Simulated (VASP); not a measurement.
Write the native input for VASP 6.6.1 that does the following.

* Task: single point
* Functional: PBEsol
* Potentials or basis: VASP PAW PBE potentials, release 64 (Se, Sn_d)
* Cutoff: 520 eV
* k mesh: 9 × 9 × 1
* Occupations: gaussian, width 0.05 eV
* Spin: no spin polarisation
* Dipole correction: yes
* Further INCAR settings: ALGO = Normal; EDIFF = 1e-06; NBANDS = 53

The structure of Sn4Se5 lies in POSCAR:

```
Sn4Se5
1.0
    4.2041099673      0.0000000000      0.0000000000
   -2.1020549836      3.6408660320      0.0000000000
    0.0000000000      0.0000000000     28.7305656565
Se Sn
5 4
Direct
    0.3333333333      0.6666666667      0.2610460264
    0.0000000000      0.0000000000      0.3805230132
    0.6666666667      0.3333333333      0.5000000000
    0.3333333333      0.6666666667      0.6194769868
    0.0000000000      0.0000000000      0.7389539736
    0.6666666667      0.3333333333      0.3207845198
    0.3333333333      0.6666666667      0.4402615066
    0.0000000000      0.0000000000      0.5597384934
    0.6666666667      0.3333333333      0.6792154802
```

One way to write it, as run:

INCAR

```
SYSTEM = Sn4Se5
PREC = Accurate
ENCUT = 520
EDIFF = 1E-6
ISMEAR = 0
SIGMA = 0.05
LREAL = .FALSE.
LASPH = .TRUE.
NELM = 80
ALGO = Normal
ISIF = 2
LWAVE = .FALSE.
LCHARG = .FALSE.
LDIPOL = .TRUE.
IDIPOL = 3
DIPOL = 0.5 0.5 0.500
GGA = PS
NBANDS = 53
```

KPOINTS

```
Automatic mesh
0
G
  9 9 1
  0 0 0
```

Potentials or basis: VASP PAW PBE potentials, release 64 (Se, Sn_d).

The run is started by

```console
$ cat potpaw_PBE.64/Se/POTCAR potpaw_PBE.64/Sn_d/POTCAR > POTCAR
$ mpirun -np 1 vasp_std > vasp.out
```

It gave:

| Quantity | Value |
| --- | --- |
| Largest force | 1.932 eV/Å |
| Band gap on the k mesh | zero (band 43 reaches 0.10 eV, above the bottom of band 44 at 0.02 eV) |

Caveat: the PAW data sets were made with another functional, which shifts forces and pressure a little; spin-orbit coupling is left out, which moves the levels of the heavy elements.

Wall time 8.8 min on 1 thread of Intel(R) Xeon(R) Platinum 8259CL CPU @ 2.50GHz (Skylake/Cascade Lake), on a shared host, peak memory 0.63 GiB.
